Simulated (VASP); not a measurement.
# V (Im-3m) in VASP: further runs

The runs below take V through single point, relaxation of cell and atoms, with PBE.

Everything below comes from runs of VASP 6.6.1. Logs are shortened: lines on timing, memory, paths and dates and some standing lists are left out, and cuts for length are marked.

### 1 The cell of the first run

The structure is cubic, space group Im-3m (No. 229). The conventional cell has a = 3.036 Å, b = 3.036 Å, c = 3.036 Å, α = 90.00°, β = 90.00°, γ = 90.00°. Within 3.5 Å of V (site symmetry m-3m) lie 14 V at 2.63 to 3.04 Å.

### 2 Single point, PBE (13.99 Å³/atom)

The input, INCAR:

```
  PREC = Accurate
  ENCUT = 520
  EDIFF = 1E-6
  ISMEAR = 0
  SIGMA = 0.05
  LREAL = F
  LASPH = T
  NELM = 100
  ALGO = Normal
  ISIF = 2
  LWAVE = F
  LCHARG = F
  GGA = PE
  NBANDS = 12
```

The input, KPOINTS:

```
regular mesh
0
Gamma
  20 20 20
```

The input, POSCAR:

```
V
1.0
   -1.5181029860      1.5181029860      1.5181029860
    1.5181029860     -1.5181029860      1.5181029860
    1.5181029860      1.5181029860     -1.5181029860
V
1
Direct
    0.0000000000      0.0000000000      0.0000000000
```

Potentials or basis: VASP PAW PBE potentials, release 64 (V_sv).

Command:

```bash
> cat potpaw_PBE.64/V_sv/POTCAR > POTCAR
> mpirun -np 1 vasp_std > vasp.out
```

OUTCAR:

```text
PREC = Accurate
   ENCUT = 520
   EDIFF = 1E-6
   ISMEAR = 0
   LREAL = F
   LASPH = T
   NELM = 100
   ISIF = 2
   GGA = PE

 ion  position               nearest neighbor table
   1  0.000  0.000  0.000-

  LATTYP: Found a body centered cubic cell.
 ALAT       =     3.0362059720

  Lattice vectors:

 A1 = (  -1.5181029860,   1.5181029860,   1.5181029860)
 A2 = (   1.5181029860,  -1.5181029860,   1.5181029860)
 A3 = (   1.5181029860,   1.5181029860,  -1.5181029860)

Analysis of symmetry for initial positions (statically):
=====================================================================
 Subroutine PRICEL returns:
 Original cell was already a primitive cell.

 Routine SETGRP: Setting up the symmetry group for a
 body centered cubic supercell.

 Subroutine GETGRP returns: Found 48 space group operations
 (whereof 48 operations were pure point group operations)
 out of a pool of 48 trial point group operations.

The static configuration has the point symmetry O_h .

Analysis of symmetry for dynamics (positions and initial velocities):
=====================================================================
 Subroutine PRICEL returns:
 Original cell was already a primitive cell.

 Routine SETGRP: Setting up the symmetry group for a
 body centered cubic supercell.

 Subroutine GETGRP returns: Found 48 space group operations
 (whereof 48 operations were pure point group operations)
 out of a pool of 48 trial point group operations.

The dynamic configuration has the point symmetry O_h .

 Subroutine INISYM returns: Found 48 space group operations
 (whereof 48 operations are pure point group operations),
 and found     1 'primitive' translations

----------------------------------------------------------------------------------------

                                     Primitive cell

  volume of cell :      13.9947

  direct lattice vectors                    reciprocal lattice vectors
    -1.518102986  1.518102986  1.518102986     0.000000000  0.329358419  0.329358419
     1.518102986 -1.518102986  1.518102986     0.329358419  0.000000000  0.329358419
     1.518102986  1.518102986 -1.518102986     0.329358419  0.329358419  0.000000000

  length of vectors
     2.629431503  2.629431503  2.629431503     0.465783144  0.465783144  0.465783144

  position of ions in fractional coordinates (direct lattice)
     0.000000000  0.000000000  0.000000000

  ion indices of the primitive-cell ions
   primitive index   ion index
                 1           1

----------------------------------------------------------------------------------------

 KPOINTS: regular mesh

Automatic generation of k-mesh.
 Grid dimensions read from file:
 generate k-points for:   20   20   20

 Generating k-lattice:

  Cartesian coordinates                     Fractional coordinates (reciprocal lattice)
     0.000000000  0.016467921  0.016467921     0.050000000  0.000000000  0.000000000
     0.016467921  0.000000000  0.016467921     0.000000000  0.050000000  0.000000000
     0.016467921  0.016467921  0.000000000     0.000000000  0.000000000  0.050000000

  Length of vectors
     0.023289157  0.023289157  0.023289157

  Shift w.r.t. Gamma in fractional coordinates (k-lattice)
     0.000000000  0.000000000  0.000000000

 Subroutine IBZKPT returns following result:
 ===========================================

 Found    256 irreducible k-points:

 Following reciprocal coordinates:
            Coordinates               Weight
  0.000000  0.000000  0.000000      1.000000
  0.050000  0.000000  0.000000     12.000000
  0.100000  0.000000  0.000000     12.000000
  0.150000  0.000000  0.000000     12.000000
  0.200000  0.000000  0.000000     12.000000
  0.250000  0.000000  0.000000     12.000000
[... 16 lines left out ...]
  0.200000  0.100000  0.000000     48.000000
  0.250000  0.100000  0.000000     48.000000
 [... further k-points ...]
   k-points           NKPTS =    256   k-points in BZ     NKDIM =    256   number of bands    NBANDS=     12
   number of dos      NEDOS =    301   number of ions     NIONS =      1
   total plane-waves  NPLWV =   8000
   dimension x,y,z NGX =    20 NGY =   20 NGZ =   20
   dimension x,y,z NGXF=    40 NGYF=   40 NGZF=   40
   ions per type =               1
   NGX,Y,Z   is equivalent  to a cutoff of  12.65, 12.65, 12.65 a.u.
   NGXF,Y,Z  is equivalent  to a cutoff of  25.29, 25.29, 25.29 a.u.
 SYSTEM =  unknown system
   PREC   = accura    normal or accurate (medium, high low for compatibility)
   ISTART =      0    job   : 0-new  1-cont  2-samecut
   ICHARG =      2    charge: 1-file 2-atom 10-const
   ISPIN  =      1    spin polarized calculation?
   LNONCOLLINEAR =      F non collinear calculations
   LSORBIT =      F    spin-orbit coupling
   LASPH  =      T    aspherical Exc in radial PAW
   ENCUT  =  520.0 eV  38.22 Ry    6.18 a.u.   4.89  4.89  4.89*2*pi/ulx,y,z
   NELM   =    100;   NELMIN=  2; NELMDL= -5     # of ELM steps
   EDIFF  = 0.1E-05   stopping-criterion for ELM
   LREAL  =      F    real-space projection
[... 7 lines left out ...]
   TEBEG  =    0.0;   TEEND  =   0.0 temperature during run
   PSTRESS=    0.0 pullay stress
   NELECT =      13.0000    total number of electrons
   NUPDOWN=      -1.0000    fix difference up-down
   EMIN   =  10.00;   EMAX   =-10.00  energy-range for DOS
   EFERMI =   0.00;   METHOD = LEGACY
   ISMEAR =     0;   SIGMA  =   0.05  broadening in eV -4-tet -1-fermi 0-gaus
   EFERMI_NEDOS =   21; number of points for ismear=-14 and -15
   IALGO  =     38    algorithm
   IMIX   =      4    mixing-type and parameters
     AMIX     =   0.40;   BMIX     =  1.00
     AMIX_MAG =   1.60;   BMIX_MAG =  1.00
  volume/ion in A,a.u.               =      13.99        94.44
  Fermi-wavevector in a.u.,A,eV,Ry     =   1.597355  3.018563 34.715840  2.551542
  Thomas-Fermi vector in A             =   2.694974
   LORBIT       =      0    0 simple, 1 ext, 2 COOP (PROOUT), +10 PAW based schemes
   GGA     = PE    functional components
   LHFCALC =     F    Hartree Fock is set to
   AEXX    =    0.0000 exact exchange contribution
   IVDW    =     0    specifies the selected vdW correction
   LEPSILON=     F    determine dielectric tensor
   LRPA    =     F    only Hartree local field effects (RPA)
 non-spin polarized calculation
 Gauss-broadening in eV      SIGMA  =   0.05
  energy-cutoff  :      520.00
  volume of cell :       13.99
 maximum number of plane-waves:       386
   NGX =  9   NGY =  9   NGZ =  9

 number of electron      12.9999999 magnetization

 Free energy of the ion-electron system (eV)
  ---------------------------------------------------
  ext. energy  EPLUGINS =         0.00000000
  ---------------------------------------------------
  free energy    TOTEN  =        -8.98274378 eV

  energy without entropy =       -8.98019133  energy(sigma->0) =       -8.98146756

 E-fermi :   9.2299     XC(G=0): -12.6994

 val. band max:        9.2237818023   @ k =   0.3500   0.1500   0.1000
 cond. band min:       9.2305203312   @ k =   0.2000   0.0500   0.0000
 fundamental gap:      0.0067385289
 Fermi energy:         9.2299356729

 k-point     1 :       0.0000    0.0000    0.0000
  band No.  band energies     occupation
      1     -54.5337      2.00000
      2     -27.8922      2.00000
      3     -27.8922      2.00000
      4     -27.8922      2.00000
      5       2.7383      2.00000
      6       9.6375      0.00000
      7       9.6375      0.00000
      8       9.6375      0.00000
      9      11.5521      0.00000
     10      11.5521      0.00000
     11      29.4249      0.00000
     12      29.4249      0.00000

 k-point     2 :       0.0500    0.0000    0.0000
  band No.  band energies     occupation
      1     -54.5296      2.00000
      2     -27.9125      2.00000
      3     -27.8984      2.00000
      4     -27.8923      2.00000
      5       2.8362      2.00000
      6       9.5966      0.00000
      7       9.6294      0.00000
      8       9.7059      0.00000
      9      11.5044      0.00000
     10      11.5547      0.00000
     11      29.2275      0.00000
     12      29.4077      0.00000

 k-point     3 :       0.1000    0.0000    0.0000
  band No.  band energies     occupation
      1     -54.5177      2.00000
      2     -27.9711      2.00000
      3     -27.9165      2.00000
      4     -27.8927      2.00000
      5       3.1238      2.00000
      6       9.4797      0.00000
      7       9.5944      0.00000
      8       9.9078      0.00000
      9      11.3876      0.00000
     10      11.5637      0.00000
     11      28.6418      0.00000
     12      29.2905      0.00000
[... 286 lines left out ...]
 k-point    23 :       0.2000    0.1000    0.0000
  band No.  band energies     occupation
      1     -54.4414      2.00000
      2     -28.3211      2.00000
      3     -28.0209      2.00000
      4     -27.9203      2.00000
      5       5.0753      2.00000
      6       8.8483      2.00000
      7       9.0244      2.00000
      8      11.1055      0.00000
      9      11.4504      0.00000
     10      11.7796      0.00000
     11      24.9469      0.00000
     12      26.6738      0.00000

 k-point    24 :       0.2500    0.1000    0.0000
  band No.  band energies     occupation
      1     -54.4164      2.00000
      2     -28.4282      2.00000
      3     -28.0655      2.00000
      4     -27.9223      2.00000
      5       5.6947      2.00000
      6       8.6315      2.00000
      7       8.9692      2.00000
      8      11.1942      0.00000
      9      11.8173      0.00000
     10      12.0593      0.00000
     11      23.3589      0.00000
     12      25.9312      0.00000

 [... further k-points ...]
[... 5 lines left out ...]
  --------------------------------------------------------------------------------------
  -------------------------------------------------------------------------------------
  Total       -0.5631931     -0.5631931     -0.5631931     -0.0000000     -0.0000000     -0.0000000
  in kB      -64.4769120    -64.4769120    -64.4769120     -0.0000000     -0.0000000     -0.0000000
  external PRESSURE =     -64.4769120 kB  Pullay stress =       0.0000000 kB

 VOLUME and BASIS-vectors are now :
 -----------------------------------------------------------------------------
  energy-cutoff  :      520.00
  volume of cell :       13.99
      direct lattice vectors                 reciprocal lattice vectors
    -1.518102986  1.518102986  1.518102986     0.000000000  0.329358419  0.329358419
     1.518102986 -1.518102986  1.518102986     0.329358419  0.000000000  0.329358419
     1.518102986  1.518102986 -1.518102986     0.329358419  0.329358419  0.000000000

 POSITION                                       TOTAL-FORCE (eV/Angst)
 -----------------------------------------------------------------------------------
      0.00000      0.00000      0.00000        -0.000000      0.000000     -0.000000
 -----------------------------------------------------------------------------------
    total drift:                                0.000000     -0.000000      0.000000

  FREE ENERGIE OF THE ION-ELECTRON SYSTEM (eV)
  ---------------------------------------------------
  free  energy   TOTEN  =        -8.9827437831 eV

  energy  without entropy=       -8.9801913305  energy(sigma->0) =       -8.98146756
```

Wall time 40 s (1 thread of Intel Xeon 8259CL, shared host); peak memory 0.16 GiB.

What came out:

```yaml
Free_energy: -8.9827 eV
Pressure: -6.4 GPa
Band_gap_on_the_k_mesh: zero (an odd number of electrons rules out a gap without spin polarisation)
```

Caveat: the cell stands under tension.

### 3 Relaxation of cell and atoms, PBE

This run uses another cell than the first one, of 13.46 Å³/atom.

The input, INCAR:

```
SYSTEM = V
PREC = Accurate ; ENCUT = 600
EDIFF = 1E-7 ; ISMEAR = 0
SIGMA = 0.05 ; LREAL = .False.
LASPH = .True. ; NELM = 60
ALGO = Normal ; ISIF = 3
LWAVE = .False. ; LCHARG = .False.
GGA = PE ; IBRION = 2
NSW = 50 ; EDIFFG = -0.01
```

The input, KPOINTS:

```
regular mesh
0
Gamma
  20 20 20
  0 0 0
```

The input, POSCAR:

```
V
1.0
   -1.4983851310      1.4983851310      1.4983851310
    1.4983851310     -1.4983851310      1.4983851310
    1.4983851310      1.4983851310     -1.4983851310
V
1
Direct
    0.0000000000      0.0000000000      0.0000000000
```

Potentials or basis: VASP PAW PBE potentials, release 64 (V_sv).

Command:

```bash
> cat potpaw_PBE.64/V_sv/POTCAR > POTCAR
> mpirun -np 1 vasp_std > vasp.out
```

OUTCAR:

```text
SYSTEM = V
   PREC = Accurate
   ENCUT = 600
   EDIFF = 1E-7
   ISMEAR = 0
   LREAL = .False.
   LASPH = .True.
   NELM = 60
   ISIF = 3
   GGA = PE
   IBRION = 2
   NSW = 50
   EDIFFG = -0.01

 ion  position               nearest neighbor table
   1  0.000  0.000  0.000-

  LATTYP: Found a body centered cubic cell.
 ALAT       =     2.9967702620

  Lattice vectors:

 A1 = (  -1.4983851310,   1.4983851310,   1.4983851310)
 A2 = (   1.4983851310,  -1.4983851310,   1.4983851310)
 A3 = (   1.4983851310,   1.4983851310,  -1.4983851310)

Analysis of symmetry for initial positions (statically):
=====================================================================
 Subroutine PRICEL returns:
 Original cell was already a primitive cell.

 Routine SETGRP: Setting up the symmetry group for a
 body centered cubic supercell.

 Subroutine GETGRP returns: Found 48 space group operations
 (whereof 48 operations were pure point group operations)
 out of a pool of 48 trial point group operations.

The static configuration has the point symmetry O_h .

Analysis of symmetry for dynamics (positions and initial velocities):
=====================================================================
 Subroutine PRICEL returns:
 Original cell was already a primitive cell.

 Routine SETGRP: Setting up the symmetry group for a
 body centered cubic supercell.

 Subroutine GETGRP returns: Found 48 space group operations
 (whereof 48 operations were pure point group operations)
 out of a pool of 48 trial point group operations.

The dynamic configuration has the point symmetry O_h .

 Subroutine INISYM returns: Found 48 space group operations
 (whereof 48 operations are pure point group operations),
[... 121 lines left out ...]
   AEXX    =    0.0000 exact exchange contribution
   IVDW    =     0    specifies the selected vdW correction
   LEPSILON=     F    determine dielectric tensor
   LRPA    =     F    only Hartree local field effects (RPA)
 conjugate gradient relaxation of ions
 non-spin polarized calculation
 Gauss-broadening in eV      SIGMA  =   0.05
  energy-cutoff  :      600.00
  volume of cell :       13.46
 maximum number of plane-waves:       466
 NGX is ok and might be reduce to    24
   NGX = 11   NGY = 11   NGZ = 11

--------------------------------------- Ionic step        1  -------------------------------------------

 number of electron      12.9999999 magnetization

 Free energy of the ion-electron system (eV)
  ---------------------------------------------------
  ext. energy  EPLUGINS =         0.00000000
  ---------------------------------------------------
  free energy    TOTEN  =        -8.99329713 eV

  energy without entropy =       -8.99077671  energy(sigma->0) =       -8.99203692

------------------------ aborting loop because EDIFF is reached ----------------------------------------

  FORCE on cell =-STRESS in cart. coord.  units (eV):
  Direction    XX          YY          ZZ          XY          YZ          ZX
  --------------------------------------------------------------------------------------
  -------------------------------------------------------------------------------------
  Total        0.0154545      0.0154545      0.0154545      0.0000000      0.0000000      0.0000000
  in kB        1.8400743      1.8400743      1.8400743      0.0000000      0.0000000      0.0000000
  external PRESSURE =       1.8400743 kB  Pullay stress =       0.0000000 kB
[... 57 lines left out ...]
--------------------------------------- Ionic step        3  -------------------------------------------

 number of electron      12.9999999 magnetization

 Free energy of the ion-electron system (eV)
  ---------------------------------------------------
  ext. energy  EPLUGINS =         0.00000000
  ---------------------------------------------------
  free energy    TOTEN  =        -8.99330455 eV

  energy without entropy =       -8.99078133  energy(sigma->0) =       -8.99204294

 E-fermi :   9.6969     XC(G=0): -12.9052

 val. band max:        9.6953857124   @ k =   0.3000   0.0500   0.0500
 cond. band min:       9.6971714444   @ k =   0.3000   0.0500   0.0000
 fundamental gap:      0.0017857320
 Fermi energy:         9.6968557016

 k-point     1 :       0.0000    0.0000    0.0000
  band No.  band energies     occupation
      1     -54.0178      2.00000
      2     -27.3185      2.00000
      3     -27.3185      2.00000
      4     -27.3185      2.00000
      5       3.1205      2.00000
      6      10.1155      0.00000
      7      10.1155      0.00000
      8      10.1155      0.00000
      9      12.1246      0.00000
     10      12.1246      0.00000
[... 287 lines left out ...]
 k-point    24 :       0.2500    0.1000   -0.0000
  band No.  band energies     occupation
      1     -53.8812      2.00000
      2     -27.9244      2.00000
      3     -27.5132      2.00000
      4     -27.3530      2.00000
      5       6.1295      2.00000
      6       9.0537      2.00000
      7       9.4288      2.00000
      8      11.7488      0.00000
      9      12.4105      0.00000
     10      12.6711      0.00000

 [... further k-points ...]
[... 5 lines left out ...]
  --------------------------------------------------------------------------------------
  -------------------------------------------------------------------------------------
  Total        0.0005503      0.0005503      0.0005503     -0.0000000     -0.0000000      0.0000000
  in kB        0.0654533      0.0654533      0.0654533     -0.0000000     -0.0000000      0.0000000
  external PRESSURE =       0.0654533 kB  Pullay stress =       0.0000000 kB
[... 16 lines left out ...]
  FREE ENERGIE OF THE ION-ELECTRON SYSTEM (eV)
  ---------------------------------------------------
  free  energy   TOTEN  =        -8.9933045474 eV

  energy  without entropy=       -8.9907813294  energy(sigma->0) =       -8.99204294

 reached required accuracy - stopping structural energy minimisation
```

CONTCAR:

```text
V
   1.00000000000000
    -1.4988736994925667    1.4988736994925667    1.4988736994925667
     1.4988736994925667   -1.4988736994925667    1.4988736994925667
     1.4988736994925667    1.4988736994925667   -1.4988736994925667
  V
     1
Direct
     0.0000000000000000    0.0000000000000000    0.0000000000000000

  0.00000000E+00  0.00000000E+00  0.00000000E+00
```

Wall time 83 s (1 thread of Intel Xeon 8259CL, shared host); peak memory 0.18 GiB.

What came out:

| Property | Result |
| --- | --- |
| Free energy | -8.9933 eV |
| Relaxed volume | 13.47 Å³/atom |
| Relaxed cell | a = 2.596 Å, b = 2.596 Å, c = 2.596 Å, α = 109.47°, β = 109.47°, γ = 109.47° |
| Space group after relaxing (to 0.1 Å) | Im-3m (No. 229) |
| Energy gained by relaxing | 0.0 meV/atom |
| Ionic steps | 3 |
| Pressure after relaxing | 0.0 GPa |
| Band gap on the k mesh | zero (an odd number of electrons rules out a gap without spin polarisation) |

Final structure:
```
CELL_PARAMETERS angstrom
-1.49887 1.49887 1.49887
1.49887 -1.49887 1.49887
1.49887 1.49887 -1.49887
ATOMIC_POSITIONS crystal
V 0.00000 0.00000 0.00000
```

Levels at points of the mesh, in eV from the Fermi level:
| k point | band 5 | band 6 | band 7 | band 8 | band 9 | band 10 |
| --- | --- | --- | --- | --- | --- | --- |
| (0.00, 0.00, 0.00) | -6.58 | 0.42 | 0.42 | 0.42 | 2.43 | 2.43 |
| (0.50, 0.00, 0.00) | -3.16 | -1.12 | 1.65 | 2.43 | 2.79 | 4.12 |
| (0.50, 0.50, 0.50) | -2.98 | -2.98 | 3.73 | 3.73 | 3.73 | 10.21 |

(Continued in part 2 of 2.)
